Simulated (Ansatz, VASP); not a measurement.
Two plane-wave programs on EuPt3

INCAR

```
SYSTEM = EuPt3
ALGO     = Normal         ! electronic algorithm
EDIFF    = 1E-6           ! SCF threshold, eV
ENCUT    = 520            ! plane-wave cutoff, eV
GGA      = PS             ! functional
ISIF     = 2              ! what is computed and relaxed
ISMEAR   = 0              ! smearing method
ISPIN    = 2              ! spin polarisation
LASPH    = .TRUE.         ! aspherical terms in the spheres
LCHARG   = .FALSE.        ! write CHGCAR
LMAXMIX  = 6              ! l up to which the mixer works
LORBIT   = 11             ! projections on sites
LREAL    = .FALSE.        ! projectors in reciprocal space
LWAVE    = .FALSE.        ! write WAVECAR
MAGMOM   = 7.03 0 0 0     ! initial moments
NBANDS   = 36             ! bands
NELM     = 150            ! most SCF steps
PREC     = Accurate       ! precision mode
SIGMA    = 0.05           ! smearing width, eV
```

Contents of KPOINTS:

```
k-points
0
G
  8 8 8
  0 0 0
```

Contents of POSCAR:

```
EuPt3
1.0
    0.0000000000      3.3303840527      3.3303840527
    3.3303840527      0.0000000000      3.3303840527
    3.3303840527      3.3303840527      0.0000000000
Eu Pt
1 3
Direct
    0.0000000000      0.0000000000      0.0000000000
    0.5000000000      0.5000000000      0.5000000000
    0.2500000000      0.2500000000      0.2500000000
    0.7500000000      0.7500000000      0.7500000000
```

Input for Ansatz:

```yaml
crystal:
  lattice:
    - [0.0, 3.3303840527, 3.3303840527]
    - [3.3303840527, 0.0, 3.3303840527]
    - [3.3303840527, 3.3303840527, 0.0]
  atoms:
    - { symbol: Eu, position: [0.0, 0.0, 0.0], spin: 7.03 }
    - { symbol: Pt, position: [0.5, 0.5, 0.5] }
    - { symbol: Pt, position: [0.25, 0.25, 0.25] }
    - { symbol: Pt, position: [0.75, 0.75, 0.75] }
basis:
  ecutwfc: 420
  ecutrho_ratio: 4
kpoints:
  mp_grid: { grid: [8, 8, 8] }
hamiltonian:
  xc: pbesol
scf:
  occupations: { method: gaussian, width: 0.05 }
output:
  forces: true
  stress: true
  eigenvalues: true
  populations: true
magnetization:
  spin_polarized: true
```

Alike in both runs: task single point; functional PBEsol; k mesh 8 × 8 × 8; occupations gaussian, width 0.05 eV; collinear spin.

|  | VASP | Ansatz |
| --- | --- | --- |
| version | VASP 6.6.1 | Ansatz 0.2.0 |
| potentials or method | VASP PAW PBE potentials, release 64 (Eu, Pt), cutoff 520 eV | scalar-relativistic, plane waves, PAW |
| valence electrons in the cell | 47 | 71 |

VASP gave:

* gap on the k mesh at the Fermi level (eV): none
* pressure (GPa): -5.7
* net moment per atom (μB): 1.64
* size of the moment on the site where the two differ most (μB): 6.30

Question: What did Ansatz give for the same quantities?

Answer: gap on the k mesh at the Fermi level (eV): none; pressure (GPa): -5.7; net moment per atom (μB): 1.64; size of the moment on the site where the two differ most (μB): 6.40.

VASP's potentials were made for PBE, not for PBEsol. Site moments also hang on the region over which each program counts them. A gap of «none» marks a metal or a gap that the smearing closes. VASP's potentials hold 47 valence electrons a cell and Ansatz's 71, so a difference there can come from the potentials and not from the codes. Ansatz's warnings: given moment on shells.

Spin-orbit coupling is off throughout.
